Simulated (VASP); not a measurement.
Input of a VASP 6.6.1 run:

Contents of POSCAR:

```
NaCl
1.0
    0.0000000000      2.6546605806      2.6546605806
    2.6546605806      0.0000000000      2.6546605806
    2.6546605806      2.6546605806      0.0000000000
Na Cl
1 1
Direct
    0.0000000000      0.0000000000      0.0000000000
    0.5000000000      0.5000000000      0.5000000000
```

The input INCAR.step1:

```
SYSTEM = NaCl
ALGO = Normal
EDIFF = 1E-4
ENCUT = 600
GGA = PE
ISMEAR = 0
LASPH = .True.
LCHARG = .False.
LREAL = .False.
LWAVE = .True.
NELM = 80
PREC = Accurate
SIGMA = 0.01
```

INCAR.step2

```
SYSTEM = NaCl
ALGO = Normal
EDIFF = 1E-6
EDIFFG = -0.002
ENCUT = 600
IBRION = 2
ISIF = 3
ISMEAR = 0
ISTART = 1
LASPH = .True.
LCHARG = .False.
LMIXTAU = .True.
LREAL = .False.
LWAVE = .False.
METAGGA = R2SCAN
NELM = 80
NSW = 80
PREC = Accurate
PSTRESS = 66.6
SIGMA = 0.01
```

The input KPOINTS:

```
k-points
0
Gamma
  8 8 8
  0 0 0
```

Potentials or basis: VASP PAW PBE potentials, release 64 (Na_pv, Cl).

Launch:

```bash
$ cat potpaw_PBE.64/Na_pv/POTCAR potpaw_PBE.64/Cl/POTCAR > POTCAR
$ cp INCAR.step1 INCAR
$ mpirun -np 1 vasp_std > vasp.out
$ cp INCAR.step2 INCAR
$ mpirun -np 1 vasp_std > vasp.out
```

**Question.** Predict the space group after relaxing (to 0.05 Å).

**Answer.** Fm-3m (No. 225).

**Question.** What does it give for the relaxed cell?

**Answer.** a = 3.747 Å, b = 3.747 Å, c = 3.747 Å, α = 60.00°, β = 60.00°, γ = 60.00°.

**Question.** Predict the band gap on the k mesh.

**Answer.** 6.82 eV, direct.

**Question.** Estimate the relaxed volume.

**Answer.** 18.60 Å³/atom.

Step by step:
```
step  energy change (eV)  largest force (eV/Å)  pressure (GPa)  volume (Å³)
   1              0.0000                0.0000            6.31        37.42
   2              0.0089                0.0000            6.65        37.19
```

Caveat: the cell is relaxed towards a set pressure, so the enthalpy falls and the energy may rise; the PAW data sets were made with another functional, which shifts forces and pressure a little. r2SCAN opens gaps a little over a GGA but as a rule still falls short of measured ones.
